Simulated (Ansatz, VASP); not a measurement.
# One calculation of Zn3O, two programs

File INCAR:

```
SYSTEM = Zn3O
  ALGO = Normal
  EDIFF = 1E-7
  EDIFFG = -0.01
  ENCUT = 600
  GGA = PE
  IBRION = 2
  ISIF = 3
  ISMEAR = 0
  LASPH = .True.
  LCHARG = .False.
  LREAL = .False.
  LWAVE = .False.
  NELM = 60
  NSW = 100
  PREC = Accurate
  SIGMA = 0.1
```

Contents of KPOINTS:

```
k-points
0
Gamma
  12 12 12
  0 0 0
```

POSCAR

```
Zn3O
1.0
    3.7748946007      0.0000000000      0.0000000000
    0.0000000000      3.7748946007      0.0000000000
    0.0000000000      0.0000000000      3.7748946007
Zn O
3 1
Direct
    0.0000000000      0.5000000000      0.5000000000
    0.5000000000      0.0000000000      0.5000000000
    0.5000000000      0.5000000000      0.0000000000
    0.0000000000      0.0000000000      0.0000000000
```

Input for Ansatz:

```yaml
crystal:
  lattice:
    - [3.7748946007, 0.0, 0.0]
    - [0.0, 3.7748946007, 0.0]
    - [0.0, 0.0, 3.7748946007]
  atoms:
    - { symbol: Zn, position: [0.0, 0.5, 0.5] }
    - { symbol: Zn, position: [0.5, 0.0, 0.5] }
    - { symbol: Zn, position: [0.5, 0.5, 0.0] }
    - { symbol: O, position: [0.0, 0.0, 0.0] }
basis:
  ecutwfc: 420
kpoints:
  mp_grid: { grid: [12, 12, 12] }
hamiltonian:
  xc: pbe
scf:
  occupations: { method: gaussian, width: 0.1 }
output:
  forces: true
  stress: true
  eigenvalues: true
  write_density: true
  write_potential: true
  elf: true
  volumetric_format: npy
relax:
  adjacent_minimum: "off"
  f_tol: 0.01
  max_steps: 80
  cell: { stress_tol: 0.05 }
```

Alike in both runs: task relaxation of cell and atoms; functional PBE; k mesh 12 × 12 × 12; occupations gaussian, width 0.1 eV; no spin polarisation.

```csv
,VASP,Ansatz
version,VASP 6.6.1,Ansatz 0.2.0
potentials or method,"VASP PAW PBE potentials, release 64 (Zn, O), cutoff 600 eV","scalar-relativistic, plane waves, PAW"
valence electrons in the cell,42,42
```

|  | VASP | Ansatz | Ansatz less VASP |
| --- | --- | --- | --- |
| gap on the k mesh at the Fermi level, each at its own relaxed structure (eV) | none | none | - |
| relaxed volume (Å³/atom) | 13.39 | 13.37 | -0.016 |
| relaxed length of the cell vector where the two differ most in proportion (Å) | 3.769 | 3.768 | -0.0015 |

A gap of «none» marks a metal or a gap that the smearing closes.
